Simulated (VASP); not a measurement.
# Cd2S (P3m1) in VASP: a series of runs

The runs below take Cd2S through relaxation of cell and atoms, single point, with PBE, PBEsol.

All numbers are computed with VASP 6.6.1; they aren't measurements. Logs are shortened: lines on timing, memory, paths and dates and some standing lists are left out, and cuts for length are marked.

## Step 1: The cell of the first run

It takes space group P3m1 (No. 156, trigonal). Conventional cell: a = 3.963 Å, b = 3.963 Å, c = 5.809 Å, α = 90.00°, β = 90.00°, γ = 120.00°. Within 3.3 Å of Cd (site symmetry 3m) lie 2 S at 2.52 to 3.29 Å and 3 Cd at 3.08 Å. Within 3.4 Å of Cd (site symmetry 3m) lie 3 S at 2.60 Å and 3 Cd at 3.08 Å. S (site symmetry 3m) has 5 Cd at 2.52 to 3.29 Å within 3.3 Å.

## Step 2: Relaxation of cell and atoms, PBE, target pressure 20 GPa, at which the enthalpy is minimised

The input, INCAR:

```
ALGO = Normal
EDIFF = 1E-6
EDIFFG = -0.01
ENCUT = 600
GGA = PE
IBRION = 2
ISIF = 3
ISMEAR = -1
LASPH = True
LCHARG = False
LREAL = False
LWAVE = False
NELM = 100
NSW = 60
PREC = Accurate
PSTRESS = 200.0
SIGMA = 0.05
```

The input, KPOINTS:

```
k-points
0
Gamma
  8 8 5
```

The input, POSCAR:

```
Cd2S
1.0
    3.9626700490      0.0000000000      0.0000000000
   -1.9813350245      3.4317729293      0.0000000000
    0.0000000000      0.0000000000      5.8091920000
Cd S
2 1
Direct
    0.3333333333      0.6666666667      0.9327170000
    0.6666666667      0.3333333333      0.5787350000
    0.3333333333      0.6666666667      0.3657050000
```

Potentials or basis: VASP PAW PBE potentials, release 64 (Cd, S).

Started as:

```
cat potpaw_PBE.64/Cd/POTCAR potpaw_PBE.64/S/POTCAR > POTCAR
mpirun -np 1 vasp_std > vasp.out
```

OUTCAR:

```text
EDIFF = 1E-6
   EDIFFG = -0.01
   ENCUT = 600
   GGA = PE
   IBRION = 2
   ISIF = 3
   ISMEAR = -1
   LASPH = True
   LREAL = False
   NELM = 100
   NSW = 60
   PREC = Accurate
   PSTRESS = 200.0

 ion  position               nearest neighbor table
   1  0.333  0.667  0.933-   3 2.52   2 3.08   2 3.08   2 3.08
   2  0.667  0.333  0.579-   3 2.60   3 2.60   3 2.60   1 3.08   1 3.08   1 3.08
   3  0.333  0.667  0.366-   1 2.52   2 2.60   2 2.60   2 2.60

  LATTYP: Found a hexagonal cell.
 ALAT       =     3.9626700490
 C/A-ratio  =     1.4659792332

  Lattice vectors:

 A1 = (   3.9626700490,   0.0000000000,   0.0000000000)
 A2 = (  -1.9813350245,   3.4317729293,   0.0000000000)
 A3 = (   0.0000000000,   0.0000000000,   5.8091920000)

Analysis of symmetry for initial positions (statically):
=====================================================================
 Subroutine PRICEL returns:
 Original cell was already a primitive cell.

 Routine SETGRP: Setting up the symmetry group for a
 hexagonal supercell.

 Subroutine GETGRP returns: Found  6 space group operations
 (whereof  6 operations were pure point group operations)
 out of a pool of 24 trial point group operations.

The static configuration has the point symmetry C_3v.

Analysis of symmetry for dynamics (positions and initial velocities):
=====================================================================
 Subroutine PRICEL returns:
 Original cell was already a primitive cell.

 Routine SETGRP: Setting up the symmetry group for a
 hexagonal supercell.

 Subroutine GETGRP returns: Found  6 space group operations
 (whereof  6 operations were pure point group operations)
 out of a pool of 24 trial point group operations.

The dynamic configuration has the point symmetry C_3v.

 Subroutine INISYM returns: Found  6 space group operations
 (whereof  6 operations are pure point group operations),
 and found     1 'primitive' translations

----------------------------------------------------------------------------------------

                                     Primitive cell

  volume of cell :      78.9991

  direct lattice vectors                    reciprocal lattice vectors
     3.962670049  0.000000000  0.000000000     0.252355101  0.145697285  0.000000000
    -1.981335025  3.431772929  0.000000000     0.000000000  0.291394571  0.000000000
     0.000000000  0.000000000  5.809192000     0.000000000  0.000000000  0.172140979

  length of vectors
     3.962670049  3.962670049  5.809192000     0.291394571  0.291394571  0.172140979

  position of ions in fractional coordinates (direct lattice)
     0.333333333  0.666666667  0.932717000
     0.666666667  0.333333333  0.578735000
     0.333333333  0.666666667  0.365705000

  ion indices of the primitive-cell ions
   primitive index   ion index
                 1           1
                 2           2
                 3           3

----------------------------------------------------------------------------------------

 KPOINTS: k-points

Automatic generation of k-mesh.
 Grid dimensions read from file:
 generate k-points for:    8    8    5

 Generating k-lattice:

  Cartesian coordinates                     Fractional coordinates (reciprocal lattice)
     0.031544388  0.018212161  0.000000000     0.125000000 -0.000000000  0.000000000
     0.000000000  0.036424321  0.000000000     0.000000000  0.125000000  0.000000000
     0.000000000  0.000000000  0.034428196     0.000000000  0.000000000  0.200000000

  Length of vectors
     0.036424321  0.036424321  0.034428196

  Shift w.r.t. Gamma in fractional coordinates (k-lattice)
     0.000000000  0.000000000  0.000000000

 Subroutine IBZKPT returns following result:
 ===========================================

 Found     40 irreducible k-points:

 Following reciprocal coordinates:
            Coordinates               Weight
  0.000000  0.000000  0.000000      1.000000
  0.125000 -0.000000  0.000000      6.000000
  0.250000 -0.000000  0.000000      6.000000
  0.375000 -0.000000  0.000000      6.000000
  0.500000 -0.000000  0.000000      3.000000
  0.125000  0.125000  0.000000      6.000000
[... 16 lines left out ...]
 -0.125000  0.500000  0.200000     12.000000
  0.250000  0.250000  0.200000     12.000000
 [... further k-points ...]
   k-points           NKPTS =     40   k-points in BZ     NKDIM =     40   number of bands    NBANDS=     19
   number of dos      NEDOS =    301   number of ions     NIONS =      3
   total plane-waves  NPLWV =  49152
   dimension x,y,z NGX =    32 NGY =   32 NGZ =   48
   dimension x,y,z NGXF=    64 NGYF=   64 NGZF=   96
   ions per type =               2   1
   NGX,Y,Z   is equivalent  to a cutoff of  13.42, 13.42, 13.74 a.u.
   NGXF,Y,Z  is equivalent  to a cutoff of  26.85, 26.85, 27.47 a.u.
 SYSTEM =  unknown system
   PREC   = accura    normal or accurate (medium, high low for compatibility)
   ISTART =      0    job   : 0-new  1-cont  2-samecut
   ICHARG =      2    charge: 1-file 2-atom 10-const
   ISPIN  =      1    spin polarized calculation?
   LNONCOLLINEAR =      F non collinear calculations
   LSORBIT =      F    spin-orbit coupling
   LASPH  =      T    aspherical Exc in radial PAW
   ENCUT  =  600.0 eV  44.10 Ry    6.64 a.u.   7.91  7.91 11.60*2*pi/ulx,y,z
   NELM   =    100;   NELMIN=  2; NELMDL= -5     # of ELM steps
   EDIFF  = 0.1E-05   stopping-criterion for ELM
   LREAL  =      F    real-space projection
   EDIFFG = -.1E-01   stopping-criterion for IOM
   NSW    =     60    number of steps for IOM
   IBRION =      2    ionic relax: 0-MD 1-quasi-New 2-CG
   NFREE  =      1    steps in history (QN), initial steepest desc. (CG)
   ISIF   =      3    stress and relaxation
   ISYM   =      2    0-nonsym 1-usesym 2-fastsym
   POTIM  = 0.5000    time-step for ionic-motion
   TEBEG  =    0.0;   TEEND  =   0.0 temperature during run
   PSTRESS=  200.0 pullay stress
   NELECT =      30.0000    total number of electrons
   NUPDOWN=      -1.0000    fix difference up-down
   EMIN   =  10.00;   EMAX   =-10.00  energy-range for DOS
   EFERMI =   0.00;   METHOD = LEGACY
   ISMEAR =    -1;   SIGMA  =   0.05  broadening in eV -4-tet -1-fermi 0-gaus
   EFERMI_NEDOS =   21; number of points for ismear=-14 and -15
   IALGO  =     38    algorithm
   IMIX   =      4    mixing-type and parameters
     AMIX     =   0.40;   BMIX     =  1.00
     AMIX_MAG =   1.60;   BMIX_MAG =  1.00
  volume/ion in A,a.u.               =      26.33       177.70
  Fermi-wavevector in a.u.,A,eV,Ry     =   1.185517  2.240303 19.122322  1.405451
  Thomas-Fermi vector in A             =   2.321709
   LORBIT       =      0    0 simple, 1 ext, 2 COOP (PROOUT), +10 PAW based schemes
   GGA     = PE    functional components
   LHFCALC =     F    Hartree Fock is set to
   AEXX    =    0.0000 exact exchange contribution
   IVDW    =     0    specifies the selected vdW correction
   LEPSILON=     F    determine dielectric tensor
   LRPA    =     F    only Hartree local field effects (RPA)
 conjugate gradient relaxation of ions
 non-spin polarized calculation
  energy-cutoff  :      600.00
  volume of cell :       79.00
 maximum number of plane-waves:      2652
   NGX = 15   NGY = 15   NGZ = 23

--------------------------------------- Ionic step        1  -------------------------------------------

 number of electron      30.0000005 magnetization

 Free energy of the ion-electron system (eV)
  ---------------------------------------------------
  ext. energy  EPLUGINS =         0.00000000
  ---------------------------------------------------
  free energy    TOTEN  =        -6.24000878 eV

  energy without entropy =       -6.23839746  energy(sigma->0) =       -6.23920312

 E-fermi :   1.4878     XC(G=0):  -9.2921

 val. band max:        1.3513419944   @ k =   0.3750   0.2500   0.2000
 cond. band min:       1.5855630980   @ k =   0.5000  -0.0000   0.2000
 fundamental gap:      0.2342211036
 Fermi energy:         1.4877737976

 k-point     1 :       0.0000    0.0000    0.0000
  band No.  band energies     occupation
      1     -11.2795      2.00000
      2      -7.0059      2.00000
      3      -7.0059      2.00000
      4      -6.9153      2.00000
      5      -6.9153      2.00000
      6      -6.8306      2.00000
[... 11 lines left out ...]
     18       8.2021      0.00000
     19       8.2021      0.00000
[... 489 lines left out ...]
      3      -6.9960      2.00000
      4      -6.8716      2.00000
      5      -6.8443      2.00000
      6      -6.7280      2.00000
[... 11 lines left out ...]
     18       6.0022      0.00000
     19       7.2869      0.00000

 [... further k-points ...]
[... 5 lines left out ...]
  --------------------------------------------------------------------------------------
  -------------------------------------------------------------------------------------
  Total        0.0280912      0.0280912      0.0768107      0.0000000      0.0000000      0.0000000
  in kB        0.5697171      0.5697171      1.5577938      0.0000000      0.0000000      0.0000000
  external PRESSURE =    -199.1009240 kB  Pullay stress =     200.0000000 kB
[... 24 lines left out ...]
  enthalpy is  TOTEN    =         3.6214599119 eV   P V=        9.8614686940

--------------------------------------- Ionic step        2  -------------------------------------------

 number of electron      30.0000002 magnetization

 E-fermi :   6.4616     XC(G=0): -11.9567

 val. band max:        6.2767430494   @ k =   0.3750   0.2500   0.0000
 cond. band min:       6.6104643532   @ k =   0.5000  -0.0000   0.0000
 fundamental gap:      0.3337213038
 Fermi energy:         6.4615550474

 k-point     1 :       0.0000    0.0000    0.0000
  band No.  band energies     occupation
      1     -10.4289      2.00000
      2      -4.6906      2.00000
      3      -4.6906      2.00000
      4      -4.5245      2.00000
      5      -4.3776      2.00000
      6      -4.3776      2.00000
[... 11 lines left out ...]
     18      13.6583      0.00000
     19      13.6583      0.00000
[... 489 lines left out ...]
      3      -4.7122      2.00000
      4      -4.1958      2.00000
      5      -3.9130      2.00000
      6      -3.8471      2.00000
[... 11 lines left out ...]
     18      12.0703      0.00000
     19      12.9705      0.00000

 [... further k-points ...]
[... 5 lines left out ...]
  --------------------------------------------------------------------------------------
  -------------------------------------------------------------------------------------
  Total       20.1004519     20.1004519     29.5157439      0.0000000      0.0000000      0.0000000
  in kB      682.5810555    682.5810556   1002.3101849      0.0000000      0.0000000      0.0000000
  external PRESSURE =     589.1574320 kB  Pullay stress =     200.0000000 kB
[... 57 lines left out ...]
  FREE ENERGIE OF THE ION-ELECTRON SYSTEM (eV)
  ---------------------------------------------------
  free  energy   TOTEN  =        -5.4872200971 eV

  energy  without entropy=       -5.4865858250  energy(sigma->0) =       -5.48690296

  enthalpy is  TOTEN    =         2.3079014539 eV   P V=        7.7951215510

[... ionic steps 4 to 15 ...]

--------------------------------------- Ionic step       16  -------------------------------------------

 number of electron      29.9999999 magnetization

------------------------ aborting loop because EDIFF is reached ----------------------------------------

  FORCE on cell =-STRESS in cart. coord.  units (eV):
  Direction    XX          YY          ZZ          XY          YZ          ZX
  --------------------------------------------------------------------------------------
  -------------------------------------------------------------------------------------
  Total        7.2476156      7.2476156      7.2619319      0.0000000      0.0000000      0.0000000
  in kB      200.8773257    200.8773257    201.2741185      0.0000000      0.0000000      0.0000000
  external PRESSURE =       1.0095900 kB  Pullay stress =     200.0000000 kB
[... 63 lines left out ...]
  enthalpy is  TOTEN    =         2.0127766125 eV   P V=        7.2178435650

--------------------------------------- Ionic step       18  -------------------------------------------

 number of electron      29.9999999 magnetization

 Free energy of the ion-electron system (eV)
  ---------------------------------------------------
  ext. energy  EPLUGINS =         0.00000000
  ---------------------------------------------------
  free energy    TOTEN  =        -5.20740104 eV

  energy without entropy =       -5.20322763  energy(sigma->0) =       -5.20531434

 E-fermi :   4.0431     XC(G=0): -10.9360

 val. band max:        3.9313281903   @ k =   0.1250  -0.0000   0.4000
 cond. band min:       4.0722829417   @ k =   0.0000   0.0000   0.0000
 fundamental gap:      0.1409547514
 Fermi energy:         4.0431311741

 k-point     1 :       0.0000    0.0000    0.0000
  band No.  band energies     occupation
      1     -10.1233      2.00000
      2      -5.6184      2.00000
      3      -5.4903      2.00000
      4      -5.4903      2.00000
      5      -5.3543      2.00000
      6      -5.3543      2.00000
[... 11 lines left out ...]
     18      12.8042      0.00000
     19      12.8042      0.00000
[... 489 lines left out ...]
      3      -5.7130      2.00000
      4      -5.4373      2.00000
      5      -5.2930      2.00000
      6      -5.0625      2.00000
[... 11 lines left out ...]
     18       8.3201      0.00000
     19      10.1406      0.00000

 [... further k-points ...]
[... 5 lines left out ...]
  --------------------------------------------------------------------------------------
  -------------------------------------------------------------------------------------
  Total        7.2259976      7.2259976      7.1949367      0.0000000     -0.0000000     -0.0000000
  in kB      200.1614896    200.1614896    199.3010978      0.0000000     -0.0000000     -0.0000000
  external PRESSURE =      -0.1253076 kB  Pullay stress =     200.0000000 kB
[... 18 lines left out ...]
  FREE ENERGIE OF THE ION-ELECTRON SYSTEM (eV)
  ---------------------------------------------------
  free  energy   TOTEN  =        -5.2074010449 eV

  energy  without entropy=       -5.2032276269  energy(sigma->0) =       -5.20531434

  enthalpy is  TOTEN    =         2.0127666051 eV   P V=        7.2201676499

 reached required accuracy - stopping structural energy minimisation
```

Run time: 6.1 min. Hardware: 1 thread of Intel Xeon Platinum 8488C (Sapphire Rapids), shared host; peak memory 0.26 GiB.

What came out:

- Free energy: -5.2074 eV
- Relaxed volume: 19.28 Å³/atom
- Relaxed cell: a = 3.387 Å, b = 3.387 Å, c = 5.820 Å, α = 90.00°, β = 90.00°, γ = 120.00°
- Space group after relaxing (to 0.05 Å): P3m1 (No. 156)
- Energy change on relaxing (the enthalpy is what falls): +344.2 meV/atom
- Ionic steps: 18
- Pressure after relaxing: 20.0 GPa
- Largest force after relaxing: 0.005 eV/Å
- Band gap on the k mesh: zero (band 15 reaches 4.11 eV, above the bottom of band 16 at 3.57 eV)

Forces in eV/Å, atoms in the order of the input:
```
Cd   0.000  0.000  0.001
Cd   0.000  0.000  0.004
S    0.000  0.000 -0.005
```

The path:
```csv
step,energy change (eV),largest force (eV/Å),pressure (GPa),volume (Å³)
1,0.0000,0.0530,0.09,79.00
2,4.7587,3.4257,78.92,47.18
3,0.7528,1.1042,18.21,62.45
4,0.8280,1.1692,19.49,61.81
5,0.8670,1.2022,20.14,61.49
6,0.8919,1.0698,20.46,60.09
7,0.9713,1.2410,20.92,59.25
8,0.8658,0.5014,18.02,59.51
9,0.8643,0.5347,17.90,59.52
10,1.1007,0.4632,21.46,57.40
11,1.0689,0.4180,21.03,57.65
12,1.0584,0.1772,19.84,57.67
13,1.0547,0.0710,20.20,57.67
14,1.0312,0.0410,19.90,57.85
15,1.0306,0.0415,19.88,57.86
16,1.0368,0.0206,20.10,57.81
17,1.0349,0.0179,20.03,57.82
18,1.0326,0.0052,19.99,57.84
```

Final structure:
```cif
data_structure
_symmetry_space_group_name_H-M 'P 1'
_symmetry_Int_Tables_number 1
_cell_length_a 3.3875
_cell_length_b 3.3875
_cell_length_c 5.8203
_cell_angle_alpha 90.000
_cell_angle_beta 90.000
_cell_angle_gamma 120.000
_cell_volume 57.84
loop_
_atom_site_label
_atom_site_type_symbol
_atom_site_fract_x
_atom_site_fract_y
_atom_site_fract_z
_atom_site_occupancy
Cd1 Cd 0.33333 0.66667 0.93879 1
Cd2 Cd 0.66667 0.33333 0.59713 1
S1 S 0.33333 0.66667 0.34123 1
```

Caveat: the cell is relaxed towards a set pressure, so the enthalpy falls and the energy may rise; the volume moved by over 15 % at a fixed basis, so the end points are rough.

## Step 3: Relaxation of cell and atoms, PBE, target pressure 30 GPa, at which the enthalpy is minimised

The input, INCAR:

```
SYSTEM = Cd2S
  ALGO = Normal
  EDIFF = 1E-7
  EDIFFG = -0.01
  ENCUT = 600
  GGA = PE
  IBRION = 2
  ISIF = 3
  ISMEAR = -1
  LASPH = .TRUE.
  LCHARG = .FALSE.
  LREAL = .FALSE.
  LWAVE = .FALSE.
  NELM = 100
  NSW = 60
  PREC = Accurate
  PSTRESS = 300.0
  SIGMA = 0.05
```

The input, KPOINTS:

```
k-points
0
G
  8 8 5
  0 0 0
```

POSCAR is that of step 2.

Potentials or basis: VASP PAW PBE potentials, release 64 (Cd, S).

Started as:

```
cat potpaw_PBE.64/Cd/POTCAR potpaw_PBE.64/S/POTCAR > POTCAR
mpirun -np 1 vasp_std > vasp.out
```

Run time: 9 min. Hardware: 1 thread of Intel Xeon Platinum 8488C (Sapphire Rapids), shared host; peak memory 0.27 GiB.

The run converged. Its results:

```
Free energy                                            : -4.4142 eV
Relaxed volume                                         : 17.59 Å³/atom
Relaxed cell                                           : a = 3.201 Å, b = 3.201 Å, c = 5.944 Å, α = 90.00°, β = 90.00°, γ = 120.00°
Space group after relaxing (to 0.05 Å)                 : P3m1 (No. 156)
Energy change on relaxing (the enthalpy is what falls) : +608.6 meV/atom
Ionic steps                                            : 22
Pressure after relaxing                                : 30.0 GPa
Largest force after relaxing                           : 0.004 eV/Å
Band gap on the k mesh                                 : zero (band 15 reaches 5.49 eV, above the bottom of band 16 at 4.25 eV)
```

Forces in eV/Å, atoms in the order of the input:
```
Cd   0.000  0.000  0.004
Cd   0.000  0.000 -0.004
S    0.000  0.000  0.000
```

The path:
| step | energy change (eV) | largest force (eV/Å) | pressure (GPa) | volume (Å³) |
| --- | --- | --- | --- | --- |
| 1 | 0.0000 | 0.0530 | 0.09 | 79.00 |
| 2 | 16.0151 | 7.2828 | 255.78 | 35.06 |
| 3 | 1.0665 | 1.3513 | 23.43 | 60.02 |
| 4 | 1.2840 | 1.5120 | 26.90 | 58.63 |
| 5 | 1.4860 | 1.6524 | 30.07 | 57.49 |
| 6 | 1.5197 | 1.5697 | 30.63 | 55.88 |
| 7 | 1.6341 | 1.7520 | 31.41 | 55.07 |
| 8 | 1.4389 | 1.0192 | 26.21 | 55.32 |
| 9 | 1.4394 | 1.0078 | 26.25 | 55.32 |
| 10 | 1.9541 | 0.8215 | 33.93 | 52.28 |
| 11 | 1.7972 | 0.6462 | 31.68 | 53.08 |
| 12 | 1.7921 | 0.4564 | 30.05 | 52.99 |
| 13 | 1.7791 | 0.1668 | 30.46 | 53.03 |
| 14 | 1.7178 | 0.0408 | 29.08 | 53.35 |
| 15 | 1.7381 | 0.0739 | 29.54 | 53.24 |
| 16 | 1.7681 | 0.0275 | 29.84 | 53.07 |
| 17 | 1.7857 | 0.0523 | 30.02 | 52.98 |
| 18 | 1.7997 | 0.0568 | 30.03 | 52.90 |
| 19 | 1.8439 | 0.0842 | 30.07 | 52.67 |
| 20 | 1.8260 | 0.0653 | 30.06 | 52.76 |
| 21 | 1.8258 | 0.0551 | 29.89 | 52.76 |
| 22 | 1.8258 | 0.0040 | 29.97 | 52.76 |

Final structure:
```xyz
3
Lattice="3.2015 0.0000 0.0000 -1.6007 2.7726 0.0000 0.0000 0.0000 5.9439" Properties=species:S:1:pos:R:3 pbc="T T T"
Cd    0.0000    1.8484    5.6023
Cd    1.6007    0.9242    3.5873
S     0.0000    1.8484    1.9680
```

Levels at points of the mesh, in eV from the Fermi level:
```tsv
k point	band 11	band 12	band 13	band 14	band 15	band 16	band 17	band 18	band 19
(0.00, 0.00, 0.00)	-8.81	-7.72	-6.82	0.25	0.25	3.86	5.74	8.06	9.41
(0.50, 0.00, 0.00)	-8.36	-6.01	-4.32	-2.04	-1.24	-0.96	1.58	5.62	7.46
```

Caveat: the cell is relaxed towards a set pressure, so the enthalpy falls and the energy may rise; the volume moved by over 15 % at a fixed basis, so the end points are rough.

[end of part 1 of 2]
